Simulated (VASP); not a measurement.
A run of VASP 6.6.1 is set up as follows.

Contents of INCAR:

```
ALGO = Normal
EDIFF = 1E-6
ENCUT = 520
GGA = PE
ISIF = 2
ISMEAR = 0
LASPH = True
LCHARG = True
LELF = True
LREAL = False
LVHAR = True
LWAVE = False
NBANDS = 18
NELM = 100
PREC = Accurate
SIGMA = 0.011
```

Contents of KPOINTS:

```
k-points
0
Gamma
  7 7 7
```

File POSCAR:

```
BiTe
1.0
    2.4227077728      1.3987509848      3.3172919545
   -2.4227077728      1.3987509848      3.3172919545
    0.0000000000     -2.7975019696      3.3172919545
Bi Te
1 1
Direct
    0.5000000000      0.5000000000      0.5000000000
    0.0000000000      0.0000000000      0.0000000000
```

Potentials or basis: VASP PAW PBE potentials, release 64 (Bi_d, Te).

Run with:

```console
$ cat potpaw_PBE.64/Bi_d/POTCAR potpaw_PBE.64/Te/POTCAR > POTCAR
$ mpirun -np 1 vasp_std > vasp.out
```

Task: Predict the pressure.

Result: 0.1 GPa.

Stress tensor (GPa, compression positive):
```
 0.19  0.00  0.00
 0.00  0.19  0.00
 0.00  0.00 -0.05
```
